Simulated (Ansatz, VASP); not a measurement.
# Two plane-wave programs on AlP

```
Al P
1.0
     0.00000    2.71695    2.71695
     2.71695    0.00000    2.71695
     2.71695    2.71695    0.00000
Al P
1 1
Cartesian
  0.0000 0.0000 0.0000
  1.3585 1.3585 1.3585
```

Alike in both runs: functional LDA; k mesh 8 × 8 × 8; occupations fermi-dirac, width 0.02 eV; no spin polarisation.

Ansatz relaxed the structure, and its values are those at the end. VASP's run is a single point on that final structure, the one shown.

|  | VASP | Ansatz |
| --- | --- | --- |
| version | VASP 6.6.1 | Ansatz 0.2.0 |
| potentials or method | VASP PAW LDA potentials, release 64 (Al, P), cutoff 500 eV | PAW plane waves |
| valence electrons in the cell | 8 | 8 |

Ansatz gave:

- gap on the k mesh at the Fermi level (eV): 1.42
- pressure (GPa): 0.0

**Question.** What did VASP give for the same quantities?

**Answer.** gap on the k mesh at the Fermi level (eV): 1.41; pressure (GPa): 0.1.

Ansatz warns that its potentials were made for another functional, while VASP's fit it. LDA's correlation is that of Perdew and Zunger in VASP and of Perdew and Wang (1992) in Ansatz.
